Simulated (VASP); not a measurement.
# Sn (Fd-3m) in VASP: notebook

Sn is run at these levels: r2SCAN; tasks: single point.

All numbers are computed with VASP 6.6.1; they aren't measurements. Logs are shortened: lines on timing, memory, paths and dates and some standing lists are left out, and cuts for length are marked.

### 1 The cell of the first run

Symmetry: Fd-3m, No. 227, cubic system. Conventional cell: a = 6.503 Å, b = 6.503 Å, c = 6.503 Å, α = 90.00°, β = 90.00°, γ = 90.00°. Within 3.7 Å of Sn (site symmetry -43m) lie 4 Sn at 2.82 Å.

### 2 Single point, r2SCAN (volume changed by -3%)

The input, POSCAR:

```
Sn
1.0
    0.0000000000      3.2512811494      3.2512811494
    3.2512811494      0.0000000000      3.2512811494
    3.2512811494      3.2512811494      0.0000000000
Sn
2
Direct
    0.0000000000      0.0000000000      0.0000000000
    0.2500000000      0.2500000000      0.2500000000
```

The input, INCAR.step1:

```
SYSTEM = Sn
PREC     = Accurate       ! precision mode
ENCUT    = 520            ! plane-wave cutoff, eV
ISMEAR   = -1             ! smearing method
SIGMA    = 0.02           ! smearing width, eV
LREAL    = .FALSE.        ! projectors in reciprocal space
LASPH    = .TRUE.         ! aspherical terms in the spheres
NELM     = 60             ! most SCF steps
NBANDS   = 21             ! bands
GGA      = PE             ! functional
ALGO     = Normal         ! electronic algorithm
EDIFF    = 1E-4           ! SCF threshold, eV
LWAVE    = .TRUE.         ! write WAVECAR
LCHARG   = .FALSE.        ! write CHGCAR
```

The input, INCAR.step2:

```
SYSTEM = Sn
PREC     = Accurate       ! precision mode
ENCUT    = 520            ! plane-wave cutoff, eV
EDIFF    = 1E-6           ! SCF threshold, eV
ISMEAR   = -1             ! smearing method
SIGMA    = 0.02           ! smearing width, eV
LREAL    = .FALSE.        ! projectors in reciprocal space
LASPH    = .TRUE.         ! aspherical terms in the spheres
NELM     = 60             ! most SCF steps
ALGO     = Normal         ! electronic algorithm
ISIF     = 2              ! what is computed and relaxed
LWAVE    = .FALSE.        ! write WAVECAR
LCHARG   = .FALSE.        ! write CHGCAR
METAGGA  = R2SCAN         ! meta-GGA
LMIXTAU  = .TRUE.       
NBANDS   = 21             ! bands
ISTART   = 1
```

The input, KPOINTS:

```
regular mesh
0
G
  6 6 6
  0 0 0
```

Potentials or basis: VASP PAW PBE potentials, release 64 (Sn_d).

On the command line:

```sh
> cat potpaw_PBE.64/Sn_d/POTCAR > POTCAR
> cp INCAR.step1 INCAR
> mpirun -np 1 vasp_std > vasp.out
> cp INCAR.step2 INCAR
> mpirun -np 1 vasp_std > vasp.out
```

OUTCAR:

```text
SYSTEM = Sn
   PREC = Accurate
   ENCUT = 520
   EDIFF = 1E-6
   ISMEAR = -1
   LREAL = .FALSE.
   LASPH = .TRUE.
   NELM = 60
   ISIF = 2
   METAGGA = R2SCAN
   ISTART = 1

 ion  position               nearest neighbor table
   1  0.000  0.000  0.000-   2 2.82   2 2.82   2 2.82   2 2.82
   2  0.250  0.250  0.250-   1 2.82   1 2.82   1 2.82   1 2.82

  LATTYP: Found a face centered cubic cell.
 ALAT       =     6.5025622988

  Lattice vectors:

 A1 = (   0.0000000000,   3.2512811494,   3.2512811494)
 A2 = (   3.2512811494,   0.0000000000,   3.2512811494)
 A3 = (   3.2512811494,   3.2512811494,   0.0000000000)

Analysis of symmetry for initial positions (statically):
=====================================================================
 Subroutine PRICEL returns:
 Original cell was already a primitive cell.

 Routine SETGRP: Setting up the symmetry group for a
 face centered cubic supercell.

 Subroutine GETGRP returns: Found 48 space group operations
 (whereof 24 operations were pure point group operations)
 out of a pool of 48 trial point group operations.

The static configuration has the point symmetry T_d .
 The point group associated with its full space group is O_h .

Analysis of symmetry for dynamics (positions and initial velocities):
=====================================================================
 Subroutine PRICEL returns:
 Original cell was already a primitive cell.

 Routine SETGRP: Setting up the symmetry group for a
 face centered cubic supercell.

 Subroutine GETGRP returns: Found 48 space group operations
 (whereof 24 operations were pure point group operations)
 out of a pool of 48 trial point group operations.

The dynamic configuration has the point symmetry T_d .
 The point group associated with its full space group is O_h .

 Subroutine INISYM returns: Found 48 space group operations
 (whereof 24 operations are pure point group operations),
 and found     1 'primitive' translations

----------------------------------------------------------------------------------------

                                     Primitive cell

  volume of cell :      68.7375

  direct lattice vectors                    reciprocal lattice vectors
     0.000000000  3.251281149  3.251281149    -0.153785532  0.153785532  0.153785532
     3.251281149  0.000000000  3.251281149     0.153785532 -0.153785532  0.153785532
     3.251281149  3.251281149  0.000000000     0.153785532  0.153785532 -0.153785532

  length of vectors
     4.598005897  4.598005897  4.598005897     0.266364354  0.266364354  0.266364354

  position of ions in fractional coordinates (direct lattice)
     0.000000000  0.000000000  0.000000000
     0.250000000  0.250000000  0.250000000

  ion indices of the primitive-cell ions
   primitive index   ion index
                 1           1
                 2           2

----------------------------------------------------------------------------------------

 KPOINTS: regular mesh

Automatic generation of k-mesh.
 Grid dimensions read from file:
 generate k-points for:    6    6    6

 Generating k-lattice:

  Cartesian coordinates                     Fractional coordinates (reciprocal lattice)
    -0.025630922  0.025630922  0.025630922     0.166666667  0.000000000  0.000000000
     0.025630922 -0.025630922  0.025630922     0.000000000  0.166666667  0.000000000
     0.025630922  0.025630922 -0.025630922     0.000000000  0.000000000  0.166666667

  Length of vectors
     0.044394059  0.044394059  0.044394059

  Shift w.r.t. Gamma in fractional coordinates (k-lattice)
     0.000000000  0.000000000  0.000000000

 Subroutine IBZKPT returns following result:
 ===========================================

 Found     16 irreducible k-points:

 Following reciprocal coordinates:
            Coordinates               Weight
  0.000000  0.000000  0.000000      1.000000
  0.166667  0.000000  0.000000      8.000000
  0.333333  0.000000  0.000000      8.000000
  0.500000  0.000000  0.000000      4.000000
  0.166667  0.166667  0.000000      6.000000
  0.333333  0.166667  0.000000     24.000000
[... 8 lines left out ...]
 -0.333333  0.333333  0.166667     24.000000
 -0.333333  0.500000  0.166667     12.000000
   k-points           NKPTS =     16   k-points in BZ     NKDIM =     16   number of bands    NBANDS=     21
   number of dos      NEDOS =    301   number of ions     NIONS =      2
   total plane-waves  NPLWV =  46656
   dimension x,y,z NGX =    36 NGY =   36 NGZ =   36
   dimension x,y,z NGXF=    72 NGYF=   72 NGZF=   72
   ions per type =               2
   NGX,Y,Z   is equivalent  to a cutoff of  13.02, 13.02, 13.02 a.u.
   NGXF,Y,Z  is equivalent  to a cutoff of  26.03, 26.03, 26.03 a.u.
 SYSTEM =  Sn
   PREC   = accura    normal or accurate (medium, high low for compatibility)
   ISTART =      1    job   : 0-new  1-cont  2-samecut
   ICHARG =      0    charge: 1-file 2-atom 10-const
   ISPIN  =      1    spin polarized calculation?
   LNONCOLLINEAR =      F non collinear calculations
   LSORBIT =      F    spin-orbit coupling
   LASPH  =      T    aspherical Exc in radial PAW
   ENCUT  =  520.0 eV  38.22 Ry    6.18 a.u.   8.55  8.55  8.55*2*pi/ulx,y,z
   NELM   =     60;   NELMIN=  2; NELMDL=  0     # of ELM steps
   EDIFF  = 0.1E-05   stopping-criterion for ELM
   LREAL  =      F    real-space projection
   EDIFFG = 0.1E-04   stopping-criterion for IOM
   NSW    =      0    number of steps for IOM
   IBRION =     -1    ionic relax: 0-MD 1-quasi-New 2-CG
   NFREE  =      0    steps in history (QN), initial steepest desc. (CG)
   ISIF   =      2    stress and relaxation
   ISYM   =      2    0-nonsym 1-usesym 2-fastsym
   POTIM  = 0.5000    time-step for ionic-motion
   TEBEG  =    0.0;   TEEND  =   0.0 temperature during run
   PSTRESS=    0.0 pullay stress
   NELECT =      28.0000    total number of electrons
   NUPDOWN=      -1.0000    fix difference up-down
   EMIN   =  10.00;   EMAX   =-10.00  energy-range for DOS
   EFERMI =   0.00;   METHOD = LEGACY
   ISMEAR =    -1;   SIGMA  =   0.02  broadening in eV -4-tet -1-fermi 0-gaus
   EFERMI_NEDOS =   21; number of points for ismear=-14 and -15
   IALGO  =     38    algorithm
   IMIX   =      4    mixing-type and parameters
     AMIX     =   0.40;   BMIX     =  1.00
     AMIX_MAG =   1.60;   BMIX_MAG =  1.00
  volume/ion in A,a.u.               =      34.37       231.93
  Fermi-wavevector in a.u.,A,eV,Ry     =   1.213565  2.293305 20.037839  1.472740
  Thomas-Fermi vector in A             =   2.349013
   LORBIT       =      0    0 simple, 1 ext, 2 COOP (PROOUT), +10 PAW based schemes
   METAGGA = R2SCAN    functional components
   LHFCALC =     F    Hartree Fock is set to
   AEXX    =    0.0000 exact exchange contribution
   IVDW    =     0    specifies the selected vdW correction
   LEPSILON=     F    determine dielectric tensor
   LRPA    =     F    only Hartree local field effects (RPA)
 non-spin polarized calculation
  energy-cutoff  :      520.00
  volume of cell :       68.74
 maximum number of plane-waves:      1874
 NGX is ok and might be reduce to    36
   NGX = 17   NGY = 17   NGZ = 17

 number of electron      27.9999997 magnetization

 Free energy of the ion-electron system (eV)
  ---------------------------------------------------
  ext. energy  EPLUGINS =         0.00000000
  ---------------------------------------------------
  free energy    TOTEN  =       -49.45372368 eV

  energy without entropy =      -49.45334708  energy(sigma->0) =      -49.45353538

 E-fermi :   5.5410     XC(G=0):  -9.5591

 val. band max:        5.5276931294   @ k =   0.0000   0.0000   0.0000
 cond. band min:       5.6496647307   @ k =   0.5000   0.0000   0.0000
 fundamental gap:      0.1219716013
 Fermi energy:         5.5410343685

 k-point     1 :       0.0000    0.0000    0.0000
  band No.  band energies     occupation
      1     -16.8657      2.00000
      2     -16.8657      2.00000
      3     -16.8657      2.00000
      4     -16.8000      2.00000
      5     -16.8000      2.00000
      6     -16.4810      2.00000
[... 13 lines left out ...]
     20      13.7653      0.00000
     21      13.7653      0.00000

 k-point     2 :       0.1667    0.0000    0.0000
  band No.  band energies     occupation
      1     -16.8826      2.00000
      2     -16.8825      2.00000
      3     -16.8592      2.00000
      4     -16.7753      2.00000
      5     -16.7752      2.00000
      6     -16.5075      2.00000
[... 13 lines left out ...]
     20      12.7329      0.00000
     21      12.7329      0.00000

 k-point     3 :       0.3333    0.0000    0.0000
  band No.  band energies     occupation
      1     -16.8990      2.00000
      2     -16.8990      2.00000
      3     -16.8455      2.00000
      4     -16.7456      2.00000
      5     -16.7456      2.00000
      6     -16.5298      2.00000
[... 13 lines left out ...]
     20      13.1795      0.00000
     21      13.1795      0.00000

 k-point     4 :       0.5000    0.0000    0.0000
  band No.  band energies     occupation
      1     -16.9037      2.00000
      2     -16.9036      2.00000
      3     -16.8383      2.00000
      4     -16.7363      2.00000
      5     -16.7363      2.00000
      6     -16.5353      2.00000
[... 13 lines left out ...]
     20      14.7489      0.00000
     21      14.7491      0.00000

 k-point     5 :       0.1667    0.1667    0.0000
  band No.  band energies     occupation
      1     -16.8808      2.00000
      2     -16.8808      2.00000
      3     -16.8747      2.00000
      4     -16.7768      2.00000
      5     -16.7469      2.00000
      6     -16.5587      2.00000
[... 13 lines left out ...]
     20      12.5052      0.00000
     21      14.0921      0.00000

 k-point     6 :       0.3333    0.1667    0.0000
  band No.  band energies     occupation
      1     -16.9099      2.00000
      2     -16.8971      2.00000
      3     -16.8465      2.00000
      4     -16.7460      2.00000
      5     -16.7084      2.00000
      6     -16.5977      2.00000
[... 13 lines left out ...]
     20      13.6065      0.00000
     21      14.2144      0.00000

 k-point     7 :       0.5000    0.1667    0.0000
  band No.  band energies     occupation
      1     -16.9276      2.00000
      2     -16.9091      2.00000
      3     -16.8112      2.00000
      4     -16.7170      2.00000
      5     -16.7055      2.00000
      6     -16.5916      2.00000
[... 13 lines left out ...]
     20      14.6753      0.00000
     21      14.8531      0.00000
[... 99 lines left out ...]
      1     -16.9440      2.00000
      2     -16.9196      2.00000
      3     -16.7778      2.00000
      4     -16.6699      2.00000
      5     -16.6596      2.00000
      6     -16.6416      2.00000
[... 13 lines left out ...]
     20      13.2096      0.00000
     21      16.7164      0.00000

 k-point    13 :       0.5000    0.5000    0.0000
  band No.  band energies     occupation
      1     -16.9194      2.00000
      2     -16.9194      2.00000
      3     -16.7782      2.00000
      4     -16.7782      2.00000
      5     -16.6288      2.00000
      6     -16.6288      2.00000
[... 13 lines left out ...]
     20      15.3249      0.00000
     21      16.3898      0.00000

 k-point    14 :       0.5000    0.3333    0.1667
  band No.  band energies     occupation
      1     -16.9260      2.00000
      2     -16.9200      2.00000
      3     -16.8033      2.00000
      4     -16.7148      2.00000
      5     -16.6658      2.00000
      6     -16.6397      2.00000
[... 13 lines left out ...]
     20      13.9562      0.00000
     21      15.7886      0.00000

 k-point    15 :      -0.3333    0.3333    0.1667
  band No.  band energies     occupation
      1     -16.9405      2.00000
      2     -16.9250      2.00000
      3     -16.7691      2.00000
      4     -16.6874      2.00000
      5     -16.6558      2.00000
      6     -16.6446      2.00000
[... 13 lines left out ...]
     20      15.3213      0.00000
     21      15.6772      0.00000

 k-point    16 :      -0.3333    0.5000    0.1667
  band No.  band energies     occupation
      1     -16.9339      2.00000
      2     -16.9339      2.00000
      3     -16.7359      2.00000
      4     -16.7359      2.00000
      5     -16.6339      2.00000
      6     -16.6339      2.00000
[... 13 lines left out ...]
     20      15.0076      0.00000
     21      16.2570      0.00000

------------------------ aborting loop because EDIFF is reached ----------------------------------------

  FORCE on cell =-STRESS in cart. coord.  units (eV):
  Direction    XX          YY          ZZ          XY          YZ          ZX
  --------------------------------------------------------------------------------------
  -------------------------------------------------------------------------------------
  Total        0.5827491      0.5827491      0.5827491      0.0000000      0.0000000      0.0000000
  in kB       13.5830921     13.5830921     13.5830921      0.0000000      0.0000000      0.0000000
  external PRESSURE =      13.5830921 kB  Pullay stress =       0.0000000 kB

 VOLUME and BASIS-vectors are now :
 -----------------------------------------------------------------------------
  energy-cutoff  :      520.00
  volume of cell :       68.74
      direct lattice vectors                 reciprocal lattice vectors
     0.000000000  3.251281149  3.251281149    -0.153785532  0.153785532  0.153785532
     3.251281149  0.000000000  3.251281149     0.153785532 -0.153785532  0.153785532
     3.251281149  3.251281149  0.000000000     0.153785532  0.153785532 -0.153785532

 POSITION                                       TOTAL-FORCE (eV/Angst)
 -----------------------------------------------------------------------------------
      0.00000      0.00000      0.00000        -0.000000     -0.000000     -0.000000
      1.62564      1.62564      1.62564         0.000000      0.000000      0.000000
 -----------------------------------------------------------------------------------
    total drift:                                0.000000      0.000000      0.000000

  FREE ENERGIE OF THE ION-ELECTRON SYSTEM (eV)
  ---------------------------------------------------
  free  energy   TOTEN  =       -49.4537236820 eV

  energy  without entropy=      -49.4533470829  energy(sigma->0) =      -49.45353538
```

It took 61 s on 1 thread of Intel Xeon Platinum 8259CL at 2.50GHz (Skylake/Cascade Lake), shared host; peak memory 0.21 GiB.

Results:

```yaml
Free_energy: -49.4537 eV
Pressure: 1.4 GPa
Band_gap_on_the_k_mesh: zero (filled and empty bands touch)
```

Levels at points of the mesh, in eV from the Fermi level:
```
           k point  band 12  band 13  band 14  band 15  band 16  band 17
(0.00, 0.00, 0.00)    -0.42    -0.01    -0.01    -0.01     2.20     2.20
(0.50, 0.00, 0.00)    -6.59    -1.28    -1.28     0.11     3.34     3.34
(0.50, 0.50, 0.00)    -7.85    -2.68    -2.68     0.90     0.90     8.10
```

Caveat: the cell differs from its parent crystal (volume changed by -3%); the PAW data sets were made with another functional, which shifts forces and pressure a little; spin-orbit coupling is left out, which moves the levels of the heavy elements.

### 3 Single point, r2SCAN

This run uses another cell than the first one, of 35.43 Å³/atom, 1.031 times its volume.

The input, POSCAR:

```
Sn
1.0
    0.0000000000      3.2844597792      3.2844597792
    3.2844597792      0.0000000000      3.2844597792
    3.2844597792      3.2844597792      0.0000000000
Sn
2
Direct
    0.0000000000      0.0000000000      0.0000000000
    0.2500000000      0.2500000000      0.2500000000
```

The input, INCAR.step1:

```
ALGO = Normal
EDIFF = 1E-4
ENCUT = 520
GGA = PE
ISMEAR = -1
LASPH = T
LCHARG = F
LREAL = F
LWAVE = T
NBANDS = 21
NELM = 60
PREC = Accurate
SIGMA = 0.02
```

The input, INCAR.step2:

```
ALGO = Normal
EDIFF = 1E-7
ENCUT = 520
ISIF = 2
ISMEAR = -1
ISTART = 1
LASPH = T
LCHARG = F
LMIXTAU = T
LREAL = F
LWAVE = F
METAGGA = R2SCAN
NBANDS = 21
NELM = 60
PREC = Accurate
SIGMA = 0.02
```

The input, KPOINTS:

```
k-points
0
Gamma
  6 6 6
```

Potentials or basis: VASP PAW PBE potentials, release 64 (Sn_d).

On the command line:

```sh
> cat potpaw_PBE.64/Sn_d/POTCAR > POTCAR
> cp INCAR.step1 INCAR
> mpirun -np 1 vasp_std > vasp.out
> cp INCAR.step2 INCAR
> mpirun -np 1 vasp_std > vasp.out
```

OUTCAR:

```text
EDIFF = 1E-7
   ENCUT = 520
   ISIF = 2
   ISMEAR = -1
   ISTART = 1
   LASPH = T
   LREAL = F
   METAGGA = R2SCAN
   NELM = 60
   PREC = Accurate

 ion  position               nearest neighbor table
   1  0.000  0.000  0.000-   2 2.84   2 2.84   2 2.84   2 2.84
   2  0.250  0.250  0.250-   1 2.84   1 2.84   1 2.84   1 2.84

  LATTYP: Found a face centered cubic cell.
 ALAT       =     6.5689195584

  Lattice vectors:

 A1 = (   0.0000000000,   3.2844597792,   3.2844597792)
[... 561 lines left out ...]
------------------------ aborting loop because EDIFF is reached ----------------------------------------

  FORCE on cell =-STRESS in cart. coord.  units (eV):
  Direction    XX          YY          ZZ          XY          YZ          ZX
  --------------------------------------------------------------------------------------
  -------------------------------------------------------------------------------------
  Total       -0.0138964     -0.0138964     -0.0138964      0.0000000      0.0000000      0.0000000
  in kB       -0.3141881     -0.3141881     -0.3141881      0.0000000      0.0000000      0.0000000
  external PRESSURE =      -0.3141881 kB  Pullay stress =       0.0000000 kB

 VOLUME and BASIS-vectors are now :
 -----------------------------------------------------------------------------
  energy-cutoff  :      520.00
  volume of cell :       70.86
      direct lattice vectors                 reciprocal lattice vectors
     0.000000000  3.284459779  3.284459779    -0.152232036  0.152232036  0.152232036
     3.284459779  0.000000000  3.284459779     0.152232036 -0.152232036  0.152232036
     3.284459779  3.284459779  0.000000000     0.152232036  0.152232036 -0.152232036

 POSITION                                       TOTAL-FORCE (eV/Angst)
 -----------------------------------------------------------------------------------
      0.00000      0.00000      0.00000         0.000000      0.000000      0.000000
      1.64223      1.64223      1.64223        -0.000000     -0.000000     -0.000000
 -----------------------------------------------------------------------------------
    total drift:                                0.000000      0.000000      0.000000

  FREE ENERGIE OF THE ION-ELECTRON SYSTEM (eV)
  ---------------------------------------------------
  free  energy   TOTEN  =       -49.4631981159 eV

  energy  without entropy=      -49.4626239730  energy(sigma->0) =      -49.46291104
```

It took 87 s on 1 thread of Intel Xeon Platinum 8259CL at 2.50GHz (Skylake/Cascade Lake), shared host; peak memory 0.21 GiB.

Results:

| Item | Value |
| --- | --- |
| Free energy | -49.4632 eV |
| Pressure | 0.0 GPa |
| Band gap on the k mesh | zero (filled and empty bands touch) |

Caveat: the PAW data sets were made with another functional, which shifts forces and pressure a little; spin-orbit coupling is left out, which moves the levels of the heavy elements.

(Part 1 of 3 ends here.)
